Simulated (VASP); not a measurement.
Mg:

```
CELL_PARAMETERS angstrom
-1.51099 1.51099 1.42203
1.51099 -1.51099 1.42203
1.51099 1.51099 -1.42203
ATOMIC_POSITIONS crystal
Mg 0.00000 0.00000 0.00000
```

| Quantity | Value |
| --- | --- |
| Program | VASP 6.6.1 |
| Task | relaxation of cell and atoms |
| Functional | PBEsol |
| Potentials or basis | VASP PAW PBE potentials, release 64 (Mg_sv) |
| Cutoff | 840 eV |
| k mesh | 10 × 10 × 10 |
| Occupations | gaussian, width 0.1 eV |
| Spin | no spin polarisation |

At the start: pressure 58.3 GPa; volume 12.99 Å³/atom.

**Question.** How do energy, volume and symmetry change on relaxing?

**Answer.** Over 4 steps the energy falls by 1075.6 meV/atom and the volume is 22.39 Å³/atom (+72.4 %); space group I4/mmm (No. 139, to 0.1 Å) before and after.

Step by step:
```tsv
step	energy change (eV)	largest force (eV/Å)	pressure (GPa)	volume (Å³)
1	0.0000	0.0000	58.26	12.99
2	-1.0622	0.0000	-2.49	24.04
3	-1.0729	0.0000	1.24	21.68
4	-1.0756	0.0000	-0.03	22.39
```

Final structure:
```yaml
crystal:
  lattice:
    - [-1.80671, 1.80671, 1.71498]
    - [1.80671, -1.80671, 1.71498]
    - [1.80671, 1.80671, -1.71498]
  atoms:
    - { symbol: Mg, position: [0.00000, 0.00000, 0.00000] }
```

Caveat: the volume moved by over 15 % at a fixed basis, so the end points are rough; the PAW data sets were made with another functional, which shifts forces and pressure a little.
